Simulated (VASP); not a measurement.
Se, 2 atoms in the cell. The structure is trigonal, space group R-3m (No. 166). Conventional cell: a = 3.853 Å, b = 3.853 Å, c = 10.210 Å, α = 90.00°, β = 90.00°, γ = 120.00°. Within 3.4 Å of Se (site symmetry 3m) lie 6 Se at 2.59 to 3.04 Å. 

```yaml
Program: VASP 6.6.1
Task: relaxation of cell and atoms
Functional: PBE
Potentials_or_basis: VASP PAW PBE potentials, release 64 (Se)
Cutoff: 600 eV
k_mesh: 12 × 12 × 12
Occupations: fermi-dirac, width 0.1 eV
Spin: no spin polarisation
Target_pressure: 1.6 GPa
Dipole_correction: no
Further_INCAR_settings: ALGO = Normal; EDIFF = 1e-06; IBRION = 2; EDIFFG = -0.005; NSW = 60; ISIF = 3
```

Potentials or basis: VASP PAW PBE potentials, release 64 (Se).

Launch:

```sh
$ cat potpaw_PBE.64/Se/POTCAR > POTCAR
$ mpirun -np 1 vasp_std > vasp.out
```

Hardware: 1 thread of Intel Xeon 8259CL, with other jobs on the host.

Problem. How long does it take, and how much memory?

Solution. It took 12 min on 1 thread of Intel Xeon 8259CL, on a shared host, peak memory 0.27 GiB. Counts: scf iterations 92, k points 189, ion steps 23.
